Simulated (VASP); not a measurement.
# La (Fm-3m) in VASP: further runs

La is run at these levels: PBE; tasks: electric field gradients, single point.

Program: VASP 6.6.1. These are calculated values, not measurements. Logs are shortened: lines on timing, memory, paths and dates and some standing lists are left out, and cuts for length are marked.

**1. The cell of the first run**

Symmetry: Fm-3m, No. 225, cubic system. The conventional cell has a = 5.224 Å, b = 5.224 Å, c = 5.224 Å, α = 90.00°, β = 90.00°, γ = 90.00°. La (site symmetry m-3m) has 12 La at 3.69 Å within 4.9 Å.

This isn't the form of La at room conditions, which is double hcp.

**2. Electric field gradients, PBE (35.65 Å³/atom)**

File INCAR:

```
SYSTEM = La
PREC = Accurate
ENCUT = 520
EDIFF = 1E-8
ISMEAR = -1
SIGMA = 0.05
LREAL = .False.
LASPH = .True.
NELM = 80
ALGO = Normal
ISIF = 2
LWAVE = .False.
LCHARG = .False.
GGA = PE
LEFG = .True.
NBANDS = 12
```

File KPOINTS:

```
regular mesh
0
Gamma
  11 11 11
  0 0 0
```

File POSCAR:

```
La
1.0
    0.0000000000      2.6122118291      2.6122118291
    2.6122118291      0.0000000000      2.6122118291
    2.6122118291      2.6122118291      0.0000000000
La
1
Direct
    0.0000000000      0.0000000000      0.0000000000
```

Potentials or basis: VASP PAW PBE potentials, release 64 (La).

Launch:

```
cat potpaw_PBE.64/La/POTCAR > POTCAR
mpirun -np 1 vasp_std > vasp.out
```

OUTCAR:

```text
SYSTEM = La
   PREC = Accurate
   ENCUT = 520
   EDIFF = 1E-8
   ISMEAR = -1
   LREAL = .False.
   LASPH = .True.
   NELM = 80
   ISIF = 2
   GGA = PE

 ion  position               nearest neighbor table
   1  0.000  0.000  0.000-

  LATTYP: Found a face centered cubic cell.
 ALAT       =     5.2244236582

  Lattice vectors:

 A1 = (   0.0000000000,   2.6122118291,   2.6122118291)
 A2 = (   2.6122118291,   0.0000000000,   2.6122118291)
 A3 = (   2.6122118291,   2.6122118291,   0.0000000000)

Analysis of symmetry for initial positions (statically):
=====================================================================
 Subroutine PRICEL returns:
 Original cell was already a primitive cell.

 Routine SETGRP: Setting up the symmetry group for a
 face centered cubic supercell.

 Subroutine GETGRP returns: Found 48 space group operations
 (whereof 48 operations were pure point group operations)
 out of a pool of 48 trial point group operations.

The static configuration has the point symmetry O_h .

Analysis of symmetry for dynamics (positions and initial velocities):
=====================================================================
 Subroutine PRICEL returns:
 Original cell was already a primitive cell.

 Routine SETGRP: Setting up the symmetry group for a
 face centered cubic supercell.

 Subroutine GETGRP returns: Found 48 space group operations
 (whereof 48 operations were pure point group operations)
 out of a pool of 48 trial point group operations.

The dynamic configuration has the point symmetry O_h .

 Subroutine INISYM returns: Found 48 space group operations
 (whereof 48 operations are pure point group operations),
 and found     1 'primitive' translations

----------------------------------------------------------------------------------------

                                     Primitive cell

  volume of cell :      35.6496

  direct lattice vectors                    reciprocal lattice vectors
     0.000000000  2.612211829  2.612211829    -0.191408673  0.191408673  0.191408673
     2.612211829  0.000000000  2.612211829     0.191408673 -0.191408673  0.191408673
     2.612211829  2.612211829  0.000000000     0.191408673  0.191408673 -0.191408673

  length of vectors
     3.694225397  3.694225397  3.694225397     0.331529547  0.331529547  0.331529547

  position of ions in fractional coordinates (direct lattice)
     0.000000000  0.000000000  0.000000000

  ion indices of the primitive-cell ions
   primitive index   ion index
                 1           1

----------------------------------------------------------------------------------------

 KPOINTS: regular mesh

Automatic generation of k-mesh.
 Grid dimensions read from file:
 generate k-points for:   11   11   11

 Generating k-lattice:

  Cartesian coordinates                     Fractional coordinates (reciprocal lattice)
    -0.017400788  0.017400788  0.017400788     0.090909091  0.000000000  0.000000000
     0.017400788 -0.017400788  0.017400788     0.000000000  0.090909091  0.000000000
     0.017400788  0.017400788 -0.017400788     0.000000000  0.000000000  0.090909091

  Length of vectors
     0.030139050  0.030139050  0.030139050

  Shift w.r.t. Gamma in fractional coordinates (k-lattice)
     0.000000000  0.000000000  0.000000000

 Subroutine IBZKPT returns following result:
 ===========================================

 Found     56 irreducible k-points:

 Following reciprocal coordinates:
            Coordinates               Weight
  0.000000  0.000000  0.000000      1.000000
  0.090909  0.000000  0.000000      8.000000
  0.181818  0.000000  0.000000      8.000000
  0.272727  0.000000  0.000000      8.000000
  0.363636  0.000000  0.000000      8.000000
  0.454545  0.000000  0.000000      8.000000
[... 16 lines left out ...]
 -0.272727  0.181818  0.000000     24.000000
 -0.181818  0.181818  0.000000     12.000000
 [... further k-points ...]
   k-points           NKPTS =     56   k-points in BZ     NKDIM =     56   number of bands    NBANDS=     12
   number of dos      NEDOS =    301   number of ions     NIONS =      1
   total plane-waves  NPLWV =  21952
   dimension x,y,z NGX =    28 NGY =   28 NGZ =   28
   dimension x,y,z NGXF=    56 NGYF=   56 NGZF=   56
   ions per type =               1
   NGX,Y,Z   is equivalent  to a cutoff of  12.60, 12.60, 12.60 a.u.
   NGXF,Y,Z  is equivalent  to a cutoff of  25.20, 25.20, 25.20 a.u.
 SYSTEM =  La
   PREC   = accura    normal or accurate (medium, high low for compatibility)
   ISTART =      0    job   : 0-new  1-cont  2-samecut
   ICHARG =      2    charge: 1-file 2-atom 10-const
   ISPIN  =      1    spin polarized calculation?
   LNONCOLLINEAR =      F non collinear calculations
   LSORBIT =      F    spin-orbit coupling
   LASPH  =      T    aspherical Exc in radial PAW
   ENCUT  =  520.0 eV  38.22 Ry    6.18 a.u.   6.87  6.87  6.87*2*pi/ulx,y,z
   NELM   =     80;   NELMIN=  2; NELMDL= -5     # of ELM steps
   EDIFF  = 0.1E-07   stopping-criterion for ELM
   LREAL  =      F    real-space projection
   EDIFFG = 0.1E-06   stopping-criterion for IOM
   NSW    =      0    number of steps for IOM
   IBRION =     -1    ionic relax: 0-MD 1-quasi-New 2-CG
   NFREE  =      0    steps in history (QN), initial steepest desc. (CG)
   ISIF   =      2    stress and relaxation
   ISYM   =      2    0-nonsym 1-usesym 2-fastsym
   POTIM  = 0.5000    time-step for ionic-motion
   TEBEG  =    0.0;   TEEND  =   0.0 temperature during run
   PSTRESS=    0.0 pullay stress
   NELECT =      11.0000    total number of electrons
   NUPDOWN=      -1.0000    fix difference up-down
   EMIN   =  10.00;   EMAX   =-10.00  energy-range for DOS
   EFERMI =   0.00;   METHOD = LEGACY
   ISMEAR =    -1;   SIGMA  =   0.05  broadening in eV -4-tet -1-fermi 0-gaus
   EFERMI_NEDOS =   21; number of points for ismear=-14 and -15
   IALGO  =     38    algorithm
   IMIX   =      4    mixing-type and parameters
     AMIX     =   0.40;   BMIX     =  1.00
     AMIX_MAG =   1.60;   BMIX_MAG =  1.00
  volume/ion in A,a.u.               =      35.65       240.58
  Fermi-wavevector in a.u.,A,eV,Ry     =   1.106252  2.090513 16.650716  1.223793
  Thomas-Fermi vector in A             =   2.242750
   LORBIT       =      0    0 simple, 1 ext, 2 COOP (PROOUT), +10 PAW based schemes
   GGA     = PE    functional components
[... 5 lines left out ...]
 non-spin polarized calculation
  energy-cutoff  :      520.00
  volume of cell :       35.65
 maximum number of plane-waves:       969
   NGX = 13   NGY = 13   NGZ = 13

 number of electron      10.9999999 magnetization

 Free energy of the ion-electron system (eV)
  ---------------------------------------------------
  ext. energy  EPLUGINS =         0.00000000
  ---------------------------------------------------
  free energy    TOTEN  =        -4.88512316 eV

  energy without entropy =       -4.87021715  energy(sigma->0) =       -4.87767015

 E-fermi :   8.2446     XC(G=0):  -9.7278

 val. band max:        8.1604850147   @ k =   0.3636   0.1818   0.0000
 cond. band min:       8.2475154010   @ k =   0.1818   0.1818   0.0000
 fundamental gap:      0.0870303862
 Fermi energy:         8.2445530157

 k-point     1 :       0.0000    0.0000    0.0000
  band No.  band energies     occupation
      1     -24.5490      2.00000
      2      -7.4591      2.00000
      3      -7.4591      2.00000
      4      -7.4591      2.00000
      5       5.1213      2.00000
      6       9.5984      0.00000
      7       9.7816      0.00000
      8       9.7816      0.00000
      9       9.7816      0.00000
     10      10.1423      0.00000
     11      10.1423      0.00000
     12      10.1423      0.00000

 k-point     2 :       0.0909    0.0000    0.0000
  band No.  band energies     occupation
      1     -24.5313      2.00000
      2      -7.5999      2.00000
      3      -7.4753      2.00000
      4      -7.4753      2.00000
      5       5.3795      2.00000
      6       9.1504      0.00000
      7       9.8137      0.00000
      8       9.8137      0.00000
      9      10.0503      0.00000
     10      10.1432      0.00000
     11      10.1432      0.00000
     12      10.2224      0.00000

 k-point     3 :       0.1818    0.0000    0.0000
  band No.  band energies     occupation
      1     -24.4834      2.00000
      2      -7.9594      2.00000
      3      -7.5184      2.00000
      4      -7.5184      2.00000
      5       6.0061      2.00000
      6       8.7697      0.00005
      7       9.8442      0.00000
      8       9.8442      0.00000
      9       9.9797      0.00000
     10      10.1487      0.00000
     11      10.1487      0.00000
     12      10.5245      0.00000

 k-point     4 :       0.2727    0.0000    0.0000
  band No.  band energies     occupation
      1     -24.4195      2.00000
      2      -8.3971      2.00000
      3      -7.5738      2.00000
      4      -7.5738      2.00000
      5       6.5191      2.00000
      6       8.9326      0.00000
      7       9.7879      0.00000
      8       9.7879      0.00000
      9       9.8525      0.00000
     10      10.1608      0.00000
     11      10.1608      0.00000
     12      10.7573      0.00000

 k-point     5 :       0.3636    0.0000    0.0000
  band No.  band energies     occupation
      1     -24.3596      2.00000
      2      -8.7727      2.00000
      3      -7.6238      2.00000
      4      -7.6238      2.00000
      5       6.5878      2.00000
      6       9.6254      0.00000
      7       9.6684      0.00000
      8       9.6684      0.00000
      9       9.7844      0.00000
     10      10.1726      0.00000
     11      10.1726      0.00000
     12      10.7192      0.00000
[... 228 lines left out ...]
      1     -24.2906      2.00000
      2      -8.8671      2.00000
      3      -7.9849      2.00000
      4      -7.7491      2.00000
      5       7.2175      2.00000
      6       8.3390      0.26291
      7       9.7337      0.00000
      8       9.9237      0.00000
      9      10.1698      0.00000
     10      10.1916      0.00000
     11      10.4563      0.00000
     12      10.6436      0.00000

 k-point    22 :      -0.3636    0.1818    0.0000
  band No.  band energies     occupation
      1     -24.3026      2.00000
      2      -8.7988      2.00000
      3      -8.0194      2.00000
      4      -7.6944      2.00000
      5       7.3708      2.00000
      6       8.4200      0.05807
      7       9.6170      0.00000
      8       9.8767      0.00000
      9      10.1386      0.00000
     10      10.1470      0.00000
     11      10.4615      0.00000
     12      10.6401      0.00000

 k-point    23 :      -0.2727    0.1818    0.0000
  band No.  band energies     occupation
      1     -24.3429      2.00000
      2      -8.6011      2.00000
      3      -7.9733      2.00000
      4      -7.6226      2.00000
      5       7.4940      2.00000
      6       8.6917      0.00026
      7       8.8127      0.00002
      8       9.8901      0.00000
      9      10.0611      0.00000
     10      10.2625      0.00000
     11      10.4147      0.00000
     12      10.6759      0.00000

 k-point    24 :      -0.1818    0.1818    0.0000
  band No.  band energies     occupation
      1     -24.3981      2.00000
      2      -8.3529      2.00000
      3      -7.8347      2.00000
      4      -7.5561      2.00000
      5       7.1395      2.00000
      6       8.3806      0.12353
      7       9.1507      0.00000
      8       9.9570      0.00000
      9       9.9574      0.00000
     10      10.2959      0.00000
     11      10.3344      0.00000
     12      10.6349      0.00000

 [... further k-points ...]
[... 5 lines left out ...]
  --------------------------------------------------------------------------------------
  -------------------------------------------------------------------------------------
  Total        0.2421113      0.2421113      0.2421113      0.0000000      0.0000000      0.0000000
  in kB       10.8810411     10.8810411     10.8810411      0.0000000      0.0000000      0.0000000
  external PRESSURE =      10.8810411 kB  Pullay stress =       0.0000000 kB

 VOLUME and BASIS-vectors are now :
 -----------------------------------------------------------------------------
  energy-cutoff  :      520.00
  volume of cell :       35.65
      direct lattice vectors                 reciprocal lattice vectors
     0.000000000  2.612211829  2.612211829    -0.191408673  0.191408673  0.191408673
     2.612211829  0.000000000  2.612211829     0.191408673 -0.191408673  0.191408673
     2.612211829  2.612211829  0.000000000     0.191408673  0.191408673 -0.191408673

 POSITION                                       TOTAL-FORCE (eV/Angst)
 -----------------------------------------------------------------------------------
      0.00000      0.00000      0.00000        -0.000000     -0.000000      0.000000
 -----------------------------------------------------------------------------------
    total drift:                                0.000000      0.000000      0.000000

  FREE ENERGIE OF THE ION-ELECTRON SYSTEM (eV)
  ---------------------------------------------------
  free  energy   TOTEN  =        -4.8851231582 eV

  energy  without entropy=       -4.8702171495  energy(sigma->0) =       -4.87767015

 Electric field gradients (V/A^2)
---------------------------------------------------------------------
 ion       V_xx      V_yy      V_zz      V_xy      V_xz      V_yz
---------------------------------------------------------------------
   1       0.000    -0.000    -0.000     0.000     0.000     0.000
---------------------------------------------------------------------

 Electric field gradients after diagonalization (V/A^2)
 (convention: |V_zz| > |V_xx| > |V_yy|)
----------------------------------------------------------------------
 ion       V_xx      V_yy      V_zz     asymmetry (V_yy - V_xx)/ V_zz
----------------------------------------------------------------------
   1      -0.000    -0.000     0.001       0.000
----------------------------------------------------------------------

           NMR quadrupolar parameters

 Cq : quadrupolar parameter    Cq=e*Q*V_zz/h
 eta: asymmetry parameters     (V_yy - V_xx)/ V_zz
 Q  : nuclear electric quadrupole moment in mb (millibarn)
----------------------------------------------------------------------
 ion       Cq(MHz)       eta       Q (mb)
----------------------------------------------------------------------
   1       0.000       0.000       1.000
----------------------------------------------------------------------
```

Wall time 24 s (1 thread of Intel Xeon Platinum 8488C (Sapphire Rapids), shared host); peak memory 0.18 GiB.

What came out:

```
Free energy                             : -4.8851 eV
Pressure                                : 1.1 GPa
Band gap on the k mesh                  : zero (an odd number of electrons rules out a gap without spin polarisation)
Largest electric field gradient by atom : under 0.05 V/Å² on every atom
```

Levels at points of the mesh, in eV from the Fermi level:
```
           k point  band 1  band 2  band 3  band 4  band 5  band 6  band 7  band 8  band 9  band 10
(0.00, 0.00, 0.00)  -32.79  -15.70  -15.70  -15.70   -3.12    1.35    1.54    1.54    1.54     1.90
```

Caveat: spin-orbit coupling is left out, which moves the levels of the heavy elements.

**3. Electric field gradients, PBE**

This run uses another cell than the first one, of 37.14 Å³/atom.

File INCAR:

```
SYSTEM = La
ALGO = Normal ; EDIFF = 1E-8
ENCUT = 520 ; GGA = PE
ISIF = 2 ; ISMEAR = -1
LASPH = .True. ; LCHARG = .False.
LEFG = .True. ; LREAL = .False.
LWAVE = .False. ; NBANDS = 12
NELM = 100 ; PREC = Accurate
SIGMA = 0.05
```

File KPOINTS:

```
k-points
0
Gamma
  11 11 11
  0 0 0
```

File POSCAR:

```
La
1.0
    0.0000000000      2.6480000000      2.6480000000
    2.6480000000      0.0000000000      2.6480000000
    2.6480000000      2.6480000000      0.0000000000
La
1
Direct
    0.0000000000      0.0000000000      0.0000000000
```

Potentials or basis: VASP PAW PBE potentials, release 64 (La).

Launch:

```
cat potpaw_PBE.64/La/POTCAR > POTCAR
mpirun -np 1 vasp_std > vasp.out
```

OUTCAR:

```text
SYSTEM = La
   EDIFF = 1E-8
   ENCUT = 520
   GGA = PE
   ISIF = 2
   ISMEAR = -1
   LASPH = .True.
   LREAL = .False.
   NELM = 100
   PREC = Accurate

 ion  position               nearest neighbor table
   1  0.000  0.000  0.000-

  LATTYP: Found a face centered cubic cell.
 ALAT       =     5.2960000000

  Lattice vectors:

 A1 = (   0.0000000000,   2.6480000000,   2.6480000000)
 A2 = (   2.6480000000,   0.0000000000,   2.6480000000)
 A3 = (   2.6480000000,   2.6480000000,   0.0000000000)

[... 563 lines left out ...]
    total drift:                                0.000000      0.000000      0.000000

  FREE ENERGIE OF THE ION-ELECTRON SYSTEM (eV)
  ---------------------------------------------------
  free  energy   TOTEN  =        -4.8899292258 eV

  energy  without entropy=       -4.8748985866  energy(sigma->0) =       -4.88241391

 Electric field gradients (V/A^2)
---------------------------------------------------------------------
 ion       V_xx      V_yy      V_zz      V_xy      V_xz      V_yz
---------------------------------------------------------------------
   1      -0.000    -0.000    -0.000     0.000     0.000     0.000
---------------------------------------------------------------------

 Electric field gradients after diagonalization (V/A^2)
 (convention: |V_zz| > |V_xx| > |V_yy|)
----------------------------------------------------------------------
 ion       V_xx      V_yy      V_zz     asymmetry (V_yy - V_xx)/ V_zz
----------------------------------------------------------------------
   1      -0.000    -0.000     0.000       0.000
----------------------------------------------------------------------

           NMR quadrupolar parameters

 Cq : quadrupolar parameter    Cq=e*Q*V_zz/h
 eta: asymmetry parameters     (V_yy - V_xx)/ V_zz
 Q  : nuclear electric quadrupole moment in mb (millibarn)
----------------------------------------------------------------------
 ion       Cq(MHz)       eta       Q (mb)
----------------------------------------------------------------------
   1       0.000       0.000       1.000
----------------------------------------------------------------------
```

Run time: 33 s. Hardware: 1 thread of Intel Xeon Platinum 8488C (Sapphire Rapids), shared host; peak memory 0.18 GiB.

What came out:

```yaml
Free_energy: -4.8899 eV
Pressure: -0.1 GPa
Band_gap_on_the_k_mesh: zero (an odd number of electrons rules out a gap without spin polarisation)
Largest_electric_field_gradient_by_atom: under 0.05 V/Å² on every atom
```

Caveat: spin-orbit coupling is left out, which moves the levels of the heavy elements.

(Part 1 of 3 ends here.)

The gap in the log of VASP goes by the Fermi energy; the results here count the filled bands.